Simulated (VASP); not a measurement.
# WS2 in VASP: further runs, part 2 of 2

VASP 6.6.1. The steps go on from the part before.

### Step 3. Single point, PBEsol (atom 1 (W) moved -0.180 Å along Cartesian [1 -1 0])

INCAR

```
  ALGO = Normal
  EDIFF = 1E-7
  ENCUT = 520
  GGA = PS
  ISIF = 2
  ISMEAR = 0
  LASPH = True
  LCHARG = True
  LELF = True
  LREAL = False
  LVHAR = True
  LWAVE = False
  NBANDS = 20
  NELM = 60
  PREC = Accurate
  SIGMA = 0.05
```

KPOINTS

```
k-points
0
Gamma
  12 12 2
```

POSCAR

```
WS2
1.0
    3.1457762098      0.0000000000      0.0000000000
   -1.5728881049      2.7243221123      0.0000000000
    0.0000000000      0.0000000000     16.9534209708
W S
1 2
Direct
    0.3162327754      0.7133862598      0.0000000000
    0.6666666667      0.3333333333      0.9075761480
    0.6666666667      0.3333333333      0.0924238520
```

Potentials or basis: VASP PAW PBE potentials, release 64 (W_sv, S).

Command:

```console
$ cat potpaw_PBE.64/W_sv/POTCAR potpaw_PBE.64/S/POTCAR > POTCAR
$ mpirun -np 1 vasp_std > vasp.out
```

OUTCAR:

```text
EDIFF = 1E-7
   ENCUT = 520
   GGA = PS
   ISIF = 2
   ISMEAR = 0
   LASPH = True
   LREAL = False
   NELM = 60
   PREC = Accurate

 ion  position               nearest neighbor table
   1  0.316  0.713  0.000-   2 2.31   3 2.31   2 2.37   3 2.37   2 2.53   3 2.53
   2  0.667  0.333  0.908-   1 2.31   1 2.37   1 2.53
   3  0.667  0.333  0.092-   1 2.31   1 2.37   1 2.53

  LATTYP: Found a hexagonal cell.
 ALAT       =     3.1457762098
 C/A-ratio  =     5.3892647919

  Lattice vectors:

 A1 = (   3.1457762098,   0.0000000000,   0.0000000000)
 A2 = (  -1.5728881049,   2.7243221123,   0.0000000000)
 A3 = (   0.0000000000,   0.0000000000,  16.9534209708)

Analysis of symmetry for initial positions (statically):
=====================================================================
 Subroutine PRICEL returns:
 Original cell was already a primitive cell.

 Routine SETGRP: Setting up the symmetry group for a
 hexagonal supercell.

 Subroutine GETGRP returns: Found  2 space group operations
 (whereof  2 operations were pure point group operations)
 out of a pool of 24 trial point group operations.

The static configuration has the point symmetry C_1h.

Analysis of symmetry for dynamics (positions and initial velocities):
=====================================================================
 Subroutine PRICEL returns:
 Original cell was already a primitive cell.

 Routine SETGRP: Setting up the symmetry group for a
 hexagonal supercell.

 Subroutine GETGRP returns: Found  2 space group operations
 (whereof  2 operations were pure point group operations)
 out of a pool of 24 trial point group operations.

The dynamic configuration has the point symmetry C_1h.

 Subroutine INISYM returns: Found  2 space group operations
 (whereof  2 operations are pure point group operations),
 and found     1 'primitive' translations

----------------------------------------------------------------------------------------

                                     Primitive cell

  volume of cell :     145.2926

  direct lattice vectors                    reciprocal lattice vectors
     3.145776210  0.000000000  0.000000000     0.317886567  0.183531895  0.000000000
    -1.572888105  2.724322112  0.000000000     0.000000000  0.367063790  0.000000000
     0.000000000  0.000000000 16.953420971     0.000000000  0.000000000  0.058985145

  length of vectors
     3.145776210  3.145776210 16.953420971     0.367063790  0.367063790  0.058985145

  position of ions in fractional coordinates (direct lattice)
     0.316232775  0.713386260  0.000000000
     0.666666667  0.333333333  0.907576148
     0.666666667  0.333333333  0.092423852

  ion indices of the primitive-cell ions
   primitive index   ion index
                 1           1
                 2           2
                 3           3

----------------------------------------------------------------------------------------

 KPOINTS: k-points

Automatic generation of k-mesh.
 Grid dimensions read from file:
 generate k-points for:   12   12    2

 Generating k-lattice:

  Cartesian coordinates                     Fractional coordinates (reciprocal lattice)
     0.026490547  0.015294325  0.000000000     0.083333333  0.000000000  0.000000000
     0.000000000  0.030588649  0.000000000     0.000000000  0.083333333  0.000000000
     0.000000000  0.000000000  0.029492573     0.000000000  0.000000000  0.500000000

  Length of vectors
     0.030588649  0.030588649  0.029492573

  Shift w.r.t. Gamma in fractional coordinates (k-lattice)
     0.000000000  0.000000000  0.000000000

 Subroutine IBZKPT returns following result:
 ===========================================

 Found    148 irreducible k-points:

 Following reciprocal coordinates:
            Coordinates               Weight
  0.000000  0.000000  0.000000      1.000000
  0.083333  0.000000  0.000000      2.000000
  0.000000  0.083333  0.000000      2.000000
 -0.083333  0.083333  0.000000      2.000000
  0.166667 -0.000000  0.000000      2.000000
  0.000000  0.166667  0.000000      2.000000
[... 16 lines left out ...]
  0.166667  0.083333  0.000000      2.000000
 -0.083333  0.250000  0.000000      2.000000
 [... further k-points ...]
   k-points           NKPTS =    148   k-points in BZ     NKDIM =    148   number of bands    NBANDS=     20
   number of dos      NEDOS =    301   number of ions     NIONS =      3
   total plane-waves  NPLWV =  72576
   dimension x,y,z NGX =    24 NGY =   24 NGZ =  126
   dimension x,y,z NGXF=    48 NGYF=   48 NGZF=  252
   ions per type =               1   2
   NGX,Y,Z   is equivalent  to a cutoff of  12.68, 12.68, 12.36 a.u.
   NGXF,Y,Z  is equivalent  to a cutoff of  25.37, 25.37, 24.71 a.u.
 SYSTEM =  unknown system
   PREC   = accura    normal or accurate (medium, high low for compatibility)
   ISTART =      0    job   : 0-new  1-cont  2-samecut
   ICHARG =      2    charge: 1-file 2-atom 10-const
   ISPIN  =      1    spin polarized calculation?
   LNONCOLLINEAR =      F non collinear calculations
   LSORBIT =      F    spin-orbit coupling
   LASPH  =      T    aspherical Exc in radial PAW
   ENCUT  =  520.0 eV  38.22 Ry    6.18 a.u.   5.85  5.85 31.52*2*pi/ulx,y,z
   NELM   =     60;   NELMIN=  2; NELMDL= -5     # of ELM steps
   EDIFF  = 0.1E-06   stopping-criterion for ELM
   LREAL  =      F    real-space projection
   EDIFFG = 0.1E-05   stopping-criterion for IOM
   NSW    =      0    number of steps for IOM
   IBRION =     -1    ionic relax: 0-MD 1-quasi-New 2-CG
   NFREE  =      0    steps in history (QN), initial steepest desc. (CG)
   ISIF   =      2    stress and relaxation
   ISYM   =      2    0-nonsym 1-usesym 2-fastsym
   POTIM  = 0.5000    time-step for ionic-motion
   TEBEG  =    0.0;   TEEND  =   0.0 temperature during run
   PSTRESS=    0.0 pullay stress
   NELECT =      26.0000    total number of electrons
   NUPDOWN=      -1.0000    fix difference up-down
   EMIN   =  10.00;   EMAX   =-10.00  energy-range for DOS
   EFERMI =   0.00;   METHOD = LEGACY
   ISMEAR =     0;   SIGMA  =   0.05  broadening in eV -4-tet -1-fermi 0-gaus
   EFERMI_NEDOS =   21; number of points for ismear=-14 and -15
   IALGO  =     38    algorithm
   IMIX   =      4    mixing-type and parameters
     AMIX     =   0.40;   BMIX     =  1.00
     AMIX_MAG =   1.60;   BMIX_MAG =  1.00
  volume/ion in A,a.u.               =      48.43       326.83
  Fermi-wavevector in a.u.,A,eV,Ry     =   0.922539  1.743346 11.579622  0.851078
  Thomas-Fermi vector in A             =   2.048077
   LORBIT       =      0    0 simple, 1 ext, 2 COOP (PROOUT), +10 PAW based schemes
   GGA     = PS    functional components
   LHFCALC =     F    Hartree Fock is set to
   AEXX    =    0.0000 exact exchange contribution
   IVDW    =     0    specifies the selected vdW correction
   LEPSILON=     F    determine dielectric tensor
   LRPA    =     F    only Hartree local field effects (RPA)
 non-spin polarized calculation
 Gauss-broadening in eV      SIGMA  =   0.05
  energy-cutoff  :      520.00
  volume of cell :      145.29
 maximum number of plane-waves:      3942
   NGX = 11   NGY = 11   NGZ = 63

 number of electron      25.9999998 magnetization

 Free energy of the ion-electron system (eV)
  ---------------------------------------------------
  ext. energy  EPLUGINS =         0.00000000
  ---------------------------------------------------
  free energy    TOTEN  =       -24.90280512 eV

  energy without entropy =      -24.90280512  energy(sigma->0) =      -24.90280512

 E-fermi :  -0.7073     XC(G=0):  -4.5979

 val. band max:       -1.0698461737   @ k =   0.3333   0.3333   0.0000
 cond. band min:       0.6966694755   @ k =  -0.3333   0.1667   0.5000
 fundamental gap:      1.7665156492
 Fermi energy:        -0.7073167752

 k-point     1 :       0.0000    0.0000    0.0000
  band No.  band energies     occupation
      1     -75.0407      2.00000
      2     -39.3468      2.00000
      3     -39.1536      2.00000
      4     -39.1040      2.00000
      5     -16.0446      2.00000
      6     -14.3423      2.00000
[... 12 lines left out ...]
     19       4.4020      0.00000
     20       4.8248      0.00000

 k-point     2 :       0.0833    0.0000    0.0000
  band No.  band energies     occupation
      1     -75.0393      2.00000
      2     -39.3420      2.00000
      3     -39.1757      2.00000
      4     -39.1144      2.00000
      5     -15.9205      2.00000
      6     -14.3020      2.00000
[... 498 lines left out ...]
 k-point    24 :      -0.0833    0.2500    0.0000
  band No.  band energies     occupation
      1     -75.0325      2.00000
      2     -39.3176      2.00000
      3     -39.2898      2.00000
      4     -39.1633      2.00000
      5     -15.2509      2.00000
      6     -14.0676      2.00000
[... 12 lines left out ...]
     19       5.3493      0.00000
     20       6.3065      0.00000

 [... further k-points ...]
[... 5 lines left out ...]
  --------------------------------------------------------------------------------------
  -------------------------------------------------------------------------------------
  Total       -0.4592160      1.4735932      1.2993757      1.0216961      0.0000000      0.0000000
  in kB       -5.0638861     16.2496711     14.3285321     11.2664915      0.0000000      0.0000000
  external PRESSURE =       8.5047724 kB  Pullay stress =       0.0000000 kB

 VOLUME and BASIS-vectors are now :
 -----------------------------------------------------------------------------
  energy-cutoff  :      520.00
  volume of cell :      145.29
      direct lattice vectors                 reciprocal lattice vectors
     3.145776210  0.000000000  0.000000000     0.317886567  0.183531895  0.000000000
    -1.572888105  2.724322112  0.000000000     0.000000000  0.367063790  0.000000000
     0.000000000  0.000000000 16.953420971     0.000000000  0.000000000  0.058985145

 POSITION                                       TOTAL-FORCE (eV/Angst)
 -----------------------------------------------------------------------------------
     -0.12728      1.94349      0.00000         2.565944     -2.741776      0.000000
      1.57289      0.90811     15.38652        -1.282972      1.370888     -0.423390
      1.57289      0.90811      1.56690        -1.282972      1.370888      0.423390
 -----------------------------------------------------------------------------------
    total drift:                                0.000006      0.000100      0.000000

  FREE ENERGIE OF THE ION-ELECTRON SYSTEM (eV)
  ---------------------------------------------------
  free  energy   TOTEN  =       -24.9028051204 eV

  energy  without entropy=      -24.9028051204  energy(sigma->0) =      -24.90280512
```

stdout:

```text
POSCAR found type information on POSCAR W S
 POSCAR found :  2 types and       3 ions
 scaLAPACK will be used
 -----------------------------------------------------------------------------
|                                                                             |
|                                                                             |
|     You enforced a specific xc type in the INCAR file but a different       |
|     I HOPE YOU KNOW WHAT YOU ARE DOING!                                     |
|                                                                             |
 -----------------------------------------------------------------------------

 LDA part: xc-table for (Slater+PW92), standard interpolation
 POSCAR, INCAR and KPOINTS ok, starting setup
 FFT: planning ... GRIDC
 FFT: planning ... GRID_SOFT
 FFT: planning ... GRID
 WAVECAR not read
 entering main loop
```

It took 15 min on 1 thread of Oxide Virtual Turin-like, shared host; peak memory 0.5 GiB.

Results:

* Free energy: -24.9028 eV
* Largest force: 3.755 eV/Å
* Band gap on the k mesh: 1.77 eV (least direct gap 1.91 eV)

Forces on the atoms (eV/Å):
```
W    2.566 -2.742  0.000
S   -1.283  1.371 -0.423
S   -1.283  1.371  0.423
```

Levels at points of the mesh, in eV from the valence-band top:
```
           k point  band 10  band 11  band 12  band 13  band 14  band 15  band 16  band 17
(0.00, 0.00, 0.00)    -2.51    -2.25    -0.67    -0.25     1.92     2.55     3.13     3.88
(0.50, 0.00, 0.00)    -3.38    -2.31    -1.82    -0.43     2.83     3.27     3.41     5.14
(0.00, 0.50, 0.00)    -3.28    -2.49    -1.72    -0.70     2.79     3.41     3.69     5.17
(0.50, 0.50, 0.00)    -3.88    -1.93    -1.39    -0.63     3.03     3.28     3.41     5.00
(0.00, 0.00, 0.50)    -2.51    -2.25    -0.67    -0.25     1.92     2.55     3.13     3.88
(0.50, 0.00, 0.50)    -3.38    -2.31    -1.82    -0.43     2.83     3.27     3.41     5.14
(0.00, 0.50, 0.50)    -3.28    -2.49    -1.72    -0.70     2.79     3.41     3.69     5.17
(0.50, 0.50, 0.50)    -3.88    -1.93    -1.39    -0.63     3.03     3.28     3.41     5.00
```

Caveat: the cell differs from its parent crystal (atom 1 (W) moved -0.180 Å along Cartesian [1 -1 0]); there is no dipole correction, which matters where the two faces differ; the PAW data sets were made with another functional, which shifts forces and pressure a little; spin-orbit coupling is left out, which moves the levels of the heavy elements.
